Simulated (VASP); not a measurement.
# Ti (Fm-3m) in VASP: further runs

The runs below take Ti through single point, with PBEsol, r2SCAN.

Everything below comes from runs of VASP 6.6.1. Logs are shortened: lines on timing, memory, paths and dates and some standing lists are left out, and cuts for length are marked.

### 1 The cell of the first run

Symmetry: Fm-3m, No. 225, cubic system. Conventional cell: a = 3.977 Å, b = 3.977 Å, c = 3.977 Å, α = 90.00°, β = 90.00°, γ = 90.00°. Ti (site symmetry m-3m) has 12 Ti at 2.81 Å within 3.7 Å.

### 2 Single point, PBEsol

File INCAR:

```
SYSTEM = Ti
ALGO     = Fast           ! electronic algorithm
EDIFF    = 1E-7           ! SCF threshold, eV
ENCUT    = 520            ! plane-wave cutoff, eV
GGA      = PS             ! functional
ISIF     = 2              ! what is computed and relaxed
ISMEAR   = -1             ! smearing method
LASPH    = .True.         ! aspherical terms in the spheres
LCHARG   = .False.        ! write CHGCAR
LREAL    = .False.        ! projectors in reciprocal space
LWAVE    = .False.        ! write WAVECAR
NBANDS   = 12             ! bands
NELM     = 60             ! most SCF steps
PREC     = Accurate       ! precision mode
SIGMA    = 0.05           ! smearing width, eV
```

File KPOINTS:

```
k-points
0
Gamma
  11 11 11
  0 0 0
```

File POSCAR:

```
Ti
1.0
    0.0000000000      1.9885598007      1.9885598007
    1.9885598007      0.0000000000      1.9885598007
    1.9885598007      1.9885598007      0.0000000000
Ti
1
Direct
    0.0000000000      0.0000000000      0.0000000000
```

Potentials or basis: VASP PAW PBE potentials, release 64 (Ti_sv).

Started as:

```bash
$ cat potpaw_PBE.64/Ti_sv/POTCAR > POTCAR
$ mpirun -np 1 vasp_std > vasp.out
```

OUTCAR:

```text
SYSTEM = Ti
   EDIFF = 1E-7
   ENCUT = 520
   GGA = PS
   ISIF = 2
   ISMEAR = -1
   LASPH = .True.
   LREAL = .False.
   NELM = 60
   PREC = Accurate

 ion  position               nearest neighbor table
   1  0.000  0.000  0.000-

  LATTYP: Found a face centered cubic cell.
 ALAT       =     3.9771196014

  Lattice vectors:

 A1 = (   0.0000000000,   1.9885598007,   1.9885598007)
 A2 = (   1.9885598007,   0.0000000000,   1.9885598007)
 A3 = (   1.9885598007,   1.9885598007,   0.0000000000)

Analysis of symmetry for initial positions (statically):
=====================================================================
 Subroutine PRICEL returns:
 Original cell was already a primitive cell.

 Routine SETGRP: Setting up the symmetry group for a
 face centered cubic supercell.

 Subroutine GETGRP returns: Found 48 space group operations
 (whereof 48 operations were pure point group operations)
 out of a pool of 48 trial point group operations.

The static configuration has the point symmetry O_h .

Analysis of symmetry for dynamics (positions and initial velocities):
=====================================================================
 Subroutine PRICEL returns:
 Original cell was already a primitive cell.

 Routine SETGRP: Setting up the symmetry group for a
 face centered cubic supercell.

 Subroutine GETGRP returns: Found 48 space group operations
 (whereof 48 operations were pure point group operations)
 out of a pool of 48 trial point group operations.

The dynamic configuration has the point symmetry O_h .

 Subroutine INISYM returns: Found 48 space group operations
 (whereof 48 operations are pure point group operations),
 and found     1 'primitive' translations

----------------------------------------------------------------------------------------

                                     Primitive cell

  volume of cell :      15.7270

  direct lattice vectors                    reciprocal lattice vectors
     0.000000000  1.988559801  1.988559801    -0.251438252  0.251438252  0.251438252
     1.988559801  0.000000000  1.988559801     0.251438252 -0.251438252  0.251438252
     1.988559801  1.988559801  0.000000000     0.251438252  0.251438252 -0.251438252

  length of vectors
     2.812248240  2.812248240  2.812248240     0.435503827  0.435503827  0.435503827

  position of ions in fractional coordinates (direct lattice)
     0.000000000  0.000000000  0.000000000

  ion indices of the primitive-cell ions
   primitive index   ion index
                 1           1

----------------------------------------------------------------------------------------

 KPOINTS: k-points

Automatic generation of k-mesh.
 Grid dimensions read from file:
 generate k-points for:   11   11   11

 Generating k-lattice:

  Cartesian coordinates                     Fractional coordinates (reciprocal lattice)
    -0.022858023  0.022858023  0.022858023     0.090909091  0.000000000  0.000000000
     0.022858023 -0.022858023  0.022858023     0.000000000  0.090909091  0.000000000
     0.022858023  0.022858023 -0.022858023     0.000000000  0.000000000  0.090909091

  Length of vectors
     0.039591257  0.039591257  0.039591257

  Shift w.r.t. Gamma in fractional coordinates (k-lattice)
     0.000000000  0.000000000  0.000000000

 Subroutine IBZKPT returns following result:
 ===========================================

 Found     56 irreducible k-points:

 Following reciprocal coordinates:
            Coordinates               Weight
  0.000000  0.000000  0.000000      1.000000
  0.090909  0.000000  0.000000      8.000000
  0.181818  0.000000  0.000000      8.000000
  0.272727  0.000000  0.000000      8.000000
  0.363636  0.000000  0.000000      8.000000
  0.454545  0.000000  0.000000      8.000000
[... 16 lines left out ...]
 -0.272727  0.181818  0.000000     24.000000
 -0.181818  0.181818  0.000000     12.000000
 [... further k-points ...]
   k-points           NKPTS =     56   k-points in BZ     NKDIM =     56   number of bands    NBANDS=     12
   number of dos      NEDOS =    301   number of ions     NIONS =      1
   total plane-waves  NPLWV =  13824
   dimension x,y,z NGX =    24 NGY =   24 NGZ =   24
   dimension x,y,z NGXF=    48 NGYF=   48 NGZF=   48
   ions per type =               1
   NGX,Y,Z   is equivalent  to a cutoff of  14.19, 14.19, 14.19 a.u.
   NGXF,Y,Z  is equivalent  to a cutoff of  28.38, 28.38, 28.38 a.u.
 SYSTEM =  Ti
   PREC   = accura    normal or accurate (medium, high low for compatibility)
   ISTART =      0    job   : 0-new  1-cont  2-samecut
   ICHARG =      2    charge: 1-file 2-atom 10-const
   ISPIN  =      1    spin polarized calculation?
   LNONCOLLINEAR =      F non collinear calculations
   LSORBIT =      F    spin-orbit coupling
   LASPH  =      T    aspherical Exc in radial PAW
   ENCUT  =  520.0 eV  38.22 Ry    6.18 a.u.   5.23  5.23  5.23*2*pi/ulx,y,z
   NELM   =     60;   NELMIN=  2; NELMDL= -5     # of ELM steps
   EDIFF  = 0.1E-06   stopping-criterion for ELM
   LREAL  =      F    real-space projection
   EDIFFG = 0.1E-05   stopping-criterion for IOM
   NSW    =      0    number of steps for IOM
   IBRION =     -1    ionic relax: 0-MD 1-quasi-New 2-CG
   NFREE  =      0    steps in history (QN), initial steepest desc. (CG)
   ISIF   =      2    stress and relaxation
   ISYM   =      2    0-nonsym 1-usesym 2-fastsym
   POTIM  = 0.5000    time-step for ionic-motion
   TEBEG  =    0.0;   TEEND  =   0.0 temperature during run
   PSTRESS=    0.0 pullay stress
   NELECT =      12.0000    total number of electrons
   NUPDOWN=      -1.0000    fix difference up-down
   EMIN   =  10.00;   EMAX   =-10.00  energy-range for DOS
   EFERMI =   0.00;   METHOD = LEGACY
   ISMEAR =    -1;   SIGMA  =   0.05  broadening in eV -4-tet -1-fermi 0-gaus
   EFERMI_NEDOS =   21; number of points for ismear=-14 and -15
   IALGO  =     68    algorithm
   IMIX   =      4    mixing-type and parameters
     AMIX     =   0.40;   BMIX     =  1.00
     AMIX_MAG =   1.60;   BMIX_MAG =  1.00
  volume/ion in A,a.u.               =      15.73       106.13
  Fermi-wavevector in a.u.,A,eV,Ry     =   1.495960  2.826954 30.448420  2.237896
  Thomas-Fermi vector in A             =   2.608038
   LORBIT       =      0    0 simple, 1 ext, 2 COOP (PROOUT), +10 PAW based schemes
   GGA     = PS    functional components
   LHFCALC =     F    Hartree Fock is set to
   AEXX    =    0.0000 exact exchange contribution
   IVDW    =     0    specifies the selected vdW correction
   LEPSILON=     F    determine dielectric tensor
   LRPA    =     F    only Hartree local field effects (RPA)
 non-spin polarized calculation
 RMM-DIIS sequential band-by-band and
  energy-cutoff  :      520.00
  volume of cell :       15.73
 maximum number of plane-waves:       440
 NGX is ok and might be reduce to    24
   NGX = 11   NGY = 11   NGZ = 11

 number of electron      11.9999998 magnetization

 Free energy of the ion-electron system (eV)
  ---------------------------------------------------
  ext. energy  EPLUGINS =         0.00000000
  ---------------------------------------------------
  free energy    TOTEN  =        -8.27532480 eV

  energy without entropy =       -8.26680854  energy(sigma->0) =       -8.27106667

 E-fermi :   9.1860     XC(G=0): -12.1170

 val. band max:        9.0914388640   @ k =   0.1818   0.1818   0.0000
 cond. band min:       9.2024012345   @ k =   0.2727   0.0000   0.0000
 fundamental gap:      0.1109623705
 Fermi energy:         9.1859521289

 k-point     1 :       0.0000    0.0000    0.0000
  band No.  band energies     occupation
      1     -47.1213      2.00000
      2     -22.9387      2.00000
      3     -22.9387      2.00000
      4     -22.9387      2.00000
      5       2.8659      2.00000
      6      10.1259      0.00000
      7      10.1259      0.00000
      8      10.1259      0.00000
      9      11.9873      0.00000
     10      11.9873      0.00000
     11      25.0075      0.00000
     12      29.9314      0.00000

 k-point     2 :       0.0909    0.0000    0.0000
  band No.  band energies     occupation
      1     -47.1068      2.00000
      2     -23.0161      2.00000
      3     -22.9481      2.00000
      4     -22.9481      2.00000
      5       3.1584      2.00000
      6       9.9417      0.00000
      7      10.2315      0.00000
      8      10.2315      0.00000
      9      11.9187      0.00000
     10      11.9187      0.00000
     11      25.2853      0.00000
     12      28.1242      0.00000

 k-point     3 :       0.1818    0.0000    0.0000
  band No.  band energies     occupation
      1     -47.0676      2.00000
      2     -23.2207      2.00000
      3     -22.9732      2.00000
      4     -22.9732      2.00000
      5       3.9703      2.00000
      6       9.5251      0.00226
      7      10.4166      0.00000
      8      10.4166      0.00000
      9      11.8717      0.00000
     10      11.8717      0.00000
     11      24.9895      0.00000
     12      26.1996      0.00000
[... 286 lines left out ...]
 k-point    23 :      -0.2727    0.1818    0.0000
  band No.  band energies     occupation
      1     -46.9543      2.00000
      2     -23.6096      2.00000
      3     -23.2310      2.00000
      4     -23.0352      2.00000
      5       6.5624      2.00000
      6       8.8448      1.99783
      7       9.5212      0.00245
      8      10.8036      0.00000
      9      11.8495      0.00000
     10      13.9387      0.00000
     11      21.4846      0.00000
     12      23.7264      0.00000

 k-point    24 :      -0.1818    0.1818    0.0000
  band No.  band energies     occupation
      1     -46.9985      2.00000
      2     -23.4570      2.00000
      3     -23.1503      2.00000
      4     -22.9966      2.00000
      5       5.5256      2.00000
      6       8.9394      1.98566
      7      10.0202      0.00000
      8      11.0945      0.00000
      9      11.1345      0.00000
     10      13.1005      0.00000
     11      23.6485      0.00000
     12      24.3338      0.00000

 [... further k-points ...]
[... 5 lines left out ...]
  --------------------------------------------------------------------------------------
  -------------------------------------------------------------------------------------
  Total        0.6693128      0.6693128      0.6693128     -0.0000000      0.0000000     -0.0000000
  in kB       68.1857718     68.1857718     68.1857718     -0.0000000      0.0000000     -0.0000000
  external PRESSURE =      68.1857718 kB  Pullay stress =       0.0000000 kB

 VOLUME and BASIS-vectors are now :
 -----------------------------------------------------------------------------
  energy-cutoff  :      520.00
  volume of cell :       15.73
      direct lattice vectors                 reciprocal lattice vectors
     0.000000000  1.988559801  1.988559801    -0.251438252  0.251438252  0.251438252
     1.988559801  0.000000000  1.988559801     0.251438252 -0.251438252  0.251438252
     1.988559801  1.988559801  0.000000000     0.251438252  0.251438252 -0.251438252

 POSITION                                       TOTAL-FORCE (eV/Angst)
 -----------------------------------------------------------------------------------
      0.00000      0.00000      0.00000         0.000000      0.000000      0.000000
 -----------------------------------------------------------------------------------
    total drift:                               -0.000000      0.000000     -0.000000

  FREE ENERGIE OF THE ION-ELECTRON SYSTEM (eV)
  ---------------------------------------------------
  free  energy   TOTEN  =        -8.2753248028 eV

  energy  without entropy=       -8.2668085382  energy(sigma->0) =       -8.27106667
```

It took 30 s on 1 thread of Intel Xeon 8259CL, shared host; peak memory 0.14 GiB.

What came out:

```yaml
Free_energy: -8.2753 eV
Pressure: 6.8 GPa
Band_gap_on_the_k_mesh: zero (band 6 reaches 10.13 eV, above the bottom of band 7 at 8.88 eV)
```

Caveat: the PAW data sets were made with another functional, which shifts forces and pressure a little.

### 3 Single point, PBEsol

This run uses another cell than the first one, of 16.40 Å³/atom, 1.043 times its volume.

File INCAR:

```
SYSTEM = Ti
  PREC = Accurate
  ENCUT = 520
  EDIFF = 1E-6
  ISMEAR = -1
  SIGMA = 0.05
  LREAL = .False.
  LASPH = .True.
  NELM = 80
  ALGO = Normal
  ISIF = 2
  LWAVE = .False.
  LCHARG = .False.
  GGA = PS
  NBANDS = 12
```

File KPOINTS:

```
regular mesh
0
Gamma
  11 11 11
  0 0 0
```

File POSCAR:

```
Ti
1.0
    0.0000000000      2.0163754284      2.0163754284
    2.0163754284      0.0000000000      2.0163754284
    2.0163754284      2.0163754284      0.0000000000
Ti
1
Direct
    0.0000000000      0.0000000000      0.0000000000
```

Potentials or basis: VASP PAW PBE potentials, release 64 (Ti_sv).

Started as:

```bash
$ cat potpaw_PBE.64/Ti_sv/POTCAR > POTCAR
$ mpirun -np 1 vasp_std > vasp.out
```

OUTCAR:

```text
SYSTEM = Ti
   PREC = Accurate
   ENCUT = 520
   EDIFF = 1E-6
   ISMEAR = -1
   LREAL = .False.
   LASPH = .True.
   NELM = 80
   ISIF = 2
   GGA = PS

 ion  position               nearest neighbor table
   1  0.000  0.000  0.000-

  LATTYP: Found a face centered cubic cell.
 ALAT       =     4.0327508568

  Lattice vectors:

 A1 = (   0.0000000000,   2.0163754284,   2.0163754284)
 A2 = (   2.0163754284,   0.0000000000,   2.0163754284)
 A3 = (   2.0163754284,   2.0163754284,   0.0000000000)

Analysis of symmetry for initial positions (statically):
[... 531 lines left out ...]
      7       9.5385      0.00000
      8      10.5573      0.00000
      9      10.5921      0.00000
     10      12.4400      0.00000
     11      22.7430      0.00000
     12      23.3294      0.00000

 [... further k-points ...]
[... 5 lines left out ...]
  --------------------------------------------------------------------------------------
  -------------------------------------------------------------------------------------
  Total        0.1554835      0.1554835      0.1554835      0.0000000      0.0000000      0.0000000
  in kB       15.1932498     15.1932498     15.1932498      0.0000000      0.0000000      0.0000000
  external PRESSURE =      15.1932498 kB  Pullay stress =       0.0000000 kB

 VOLUME and BASIS-vectors are now :
 -----------------------------------------------------------------------------
  energy-cutoff  :      520.00
  volume of cell :       16.40
      direct lattice vectors                 reciprocal lattice vectors
     0.000000000  2.016375428  2.016375428    -0.247969695  0.247969695  0.247969695
     2.016375428  0.000000000  2.016375428     0.247969695 -0.247969695  0.247969695
     2.016375428  2.016375428  0.000000000     0.247969695  0.247969695 -0.247969695

 POSITION                                       TOTAL-FORCE (eV/Angst)
 -----------------------------------------------------------------------------------
      0.00000      0.00000      0.00000        -0.000000     -0.000000      0.000000
 -----------------------------------------------------------------------------------
    total drift:                               -0.000000      0.000000     -0.000000

  FREE ENERGIE OF THE ION-ELECTRON SYSTEM (eV)
  ---------------------------------------------------
  free  energy   TOTEN  =        -8.2925625877 eV

  energy  without entropy=       -8.2823799826  energy(sigma->0) =       -8.28747129
```

It took 12 s on 1 thread of Intel Xeon 8259CL, shared host; peak memory 0.14 GiB.

Results:

| Quantity | Value |
| --- | --- |
| Free energy | -8.2926 eV |
| Pressure | 1.5 GPa |
| Band gap on the k mesh | zero (band 6 reaches 9.64 eV, above the bottom of band 7 at 8.43 eV) |

Levels at points of the mesh, in eV from the Fermi level:
| k point | band 3 | band 4 | band 5 | band 6 | band 7 | band 8 | band 9 | band 10 |
| --- | --- | --- | --- | --- | --- | --- | --- | --- |
| (0.00, 0.00, 0.00) | -32.25 | -32.25 | -6.23 | 0.92 | 0.92 | 0.92 | 2.68 | 2.68 |

Caveat: the PAW data sets were made with another functional, which shifts forces and pressure a little.

### 4 Single point, r2SCAN

This run uses another cell than the first one, of 16.73 Å³/atom, 1.064 times its volume.

File POSCAR:

```
Ti
1.0
    0.0000000000      2.0300000000      2.0300000000
    2.0300000000      0.0000000000      2.0300000000
    2.0300000000      2.0300000000      0.0000000000
Ti
1
Direct
    0.0000000000      0.0000000000      0.0000000000
```

File INCAR.step1:

```
ALGO = Normal ; EDIFF = 1E-4
ENCUT = 520 ; GGA = PE
ISMEAR = -1 ; LASPH = True
LCHARG = False ; LREAL = False
LWAVE = True ; NBANDS = 12
NELM = 60 ; PREC = Accurate
SIGMA = 0.05
```

File INCAR.step2:

```
ALGO = Normal ; EDIFF = 1E-7
ENCUT = 520 ; ISIF = 2
ISMEAR = -1 ; ISTART = 1
LASPH = True ; LCHARG = True
LELF = True ; LMIXTAU = True
LREAL = False ; LVHAR = True
LWAVE = False ; METAGGA = R2SCAN
NBANDS = 12 ; NELM = 60
PREC = Accurate ; SIGMA = 0.05
```

File KPOINTS:

```
k-points
0
Gamma
  11 11 11
```

Started as:

```bash
$ cat potpaw_PBE.64/Ti_sv/POTCAR > POTCAR
$ cp INCAR.step1 INCAR
$ mpirun -np 1 vasp_std > vasp.out
$ cp INCAR.step2 INCAR
$ mpirun -np 1 vasp_std > vasp.out
```

Wall time 76 s (1 thread of Intel Xeon 8259CL, shared host); peak memory 0.15 GiB.

The run converged. Its results:

```yaml
Free_energy: -12.8767 eV
Pressure: 4.7 GPa
Band_gap_on_the_k_mesh: zero (band 6 reaches 9.67 eV, above the bottom of band 7 at 8.34 eV)
```

Levels at points of the mesh, in eV from the Fermi level:
| k point | band 2 | band 3 | band 4 | band 5 | band 6 | band 7 | band 8 | band 9 | band 10 | band 11 |
| --- | --- | --- | --- | --- | --- | --- | --- | --- | --- | --- |
| (0.00, 0.00, 0.00) | -33.72 | -33.72 | -33.72 | -6.54 | 1.04 | 1.04 | 1.04 | 2.93 | 2.93 | 15.99 |

Caveat: the PAW data sets were made with another functional, which shifts forces and pressure a little.

### 5 Single point, r2SCAN

This run uses another cell than the first one, of 17.07 Å³/atom, 1.085 times its volume.

File POSCAR:

```
Ti
1.0
    0.0000000000      2.0434441004      2.0434441004
    2.0434441004      0.0000000000      2.0434441004
    2.0434441004      2.0434441004      0.0000000000
Ti
1
Direct
    0.0000000000      0.0000000000      0.0000000000
```

File INCAR.step1:

```
PREC = Accurate ; ENCUT = 520
ISMEAR = -1 ; SIGMA = 0.05
LREAL = F ; LASPH = T
NELM = 80 ; NBANDS = 12
GGA = PE ; ALGO = Normal
EDIFF = 1E-4 ; LWAVE = T
LCHARG = F
```

File INCAR.step2:

```
PREC = Accurate ; ENCUT = 520
EDIFF = 1E-7 ; ISMEAR = -1
SIGMA = 0.05 ; LREAL = F
LASPH = T ; NELM = 80
ALGO = Normal ; ISIF = 2
LWAVE = F ; LCHARG = F
METAGGA = R2SCAN ; LMIXTAU = T
NBANDS = 12 ; ISTART = 1
```

File KPOINTS:

```
regular mesh
0
Gamma
  11 11 11
```

Started as:

```bash
$ cat potpaw_PBE.64/Ti_sv/POTCAR > POTCAR
$ cp INCAR.step1 INCAR
$ mpirun -np 1 vasp_std > vasp.out
$ cp INCAR.step2 INCAR
$ mpirun -np 1 vasp_std > vasp.out
```

Wall time 79 s (1 thread of Intel Xeon 8259CL, shared host); peak memory 0.15 GiB.

It converged, with:

| Property | Result |
| --- | --- |
| Free energy | -12.8842 eV |
| Pressure | 2.3 GPa |
| Band gap on the k mesh | zero (band 6 reaches 9.44 eV, above the bottom of band 7 at 8.14 eV) |

Levels at points of the mesh, in eV from the Fermi level:
| k point | band 2 | band 3 | band 4 | band 5 | band 6 | band 7 | band 8 | band 9 | band 10 | band 11 |
| --- | --- | --- | --- | --- | --- | --- | --- | --- | --- | --- |
| (0.00, 0.00, 0.00) | -33.78 | -33.78 | -33.78 | -6.50 | 1.03 | 1.03 | 1.03 | 2.87 | 2.87 | 15.89 |

Caveat: the PAW data sets were made with another functional, which shifts forces and pressure a little.

### 6 The runs side by side

```csv
level,cell,gap on the mesh (eV),pressure (GPa)
PBEsol,"a = 2.812 Å, angles 60.0°, 1 atom",none,6.8
PBEsol,"a = 2.852 Å, angles 60.0°, 1 atom",none,1.5
r2SCAN,"a = 2.871 Å, angles 60.0°, 1 atom",none,4.7
r2SCAN,"a = 2.890 Å, angles 60.0°, 1 atom",none,2.3
```

Alike in all rows: task single point; potentials or basis VASP PAW PBE potentials, release 64 (Ti_sv); no spin polarisation; k mesh 11 × 11 × 11; cutoff (eV) 520; smearing fermi-dirac 0.05 eV.

Caveats: the PAW data sets were made with another functional, which shifts forces and pressure a little.

Absolute energies hang on the potentials; compare differences alone.
